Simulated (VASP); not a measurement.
A run of VASP 6.6.1 is set up as follows.

The input INCAR:

```
SYSTEM = Fe
PREC = Accurate
ENCUT = 520
EDIFF = 1E-6
ISMEAR = 0
SIGMA = 0.15
LREAL = .FALSE.
LASPH = .TRUE.
NELM = 150
ALGO = Normal
ISIF = 2
LWAVE = .FALSE.
LCHARG = .FALSE.
ISPIN = 2
MAGMOM = 2.44
LORBIT = 11
LMAXMIX = 4
GGA = PE
NBANDS = 14
```

KPOINTS

```
regular mesh
0
G
  10 10 10
  0 0 0
```

The input POSCAR:

```
Fe
1.0
   -1.4157750842      1.4157750842      1.3827875247
    1.4157750842     -1.4157750842      1.3827875247
    1.4157750842      1.4157750842     -1.3827875247
Fe
1
Direct
    0.0000000000      0.0000000000      0.0000000000
```

Potentials or basis: VASP PAW PBE potentials, release 64 (Fe).

Launch:

```bash
$ cat potpaw_PBE.64/Fe/POTCAR > POTCAR
$ mpirun -np 1 vasp_std > vasp.out
```

(1) What does it give for the net moment?

(2) Estimate the site moments.

Answers

(1) 2.13 μB per cell.

(2) Fe +2.13 μB.

Caveat: the cell differs from its parent crystal (normal strain along x +0.0000, normal strain along z -0.0233).
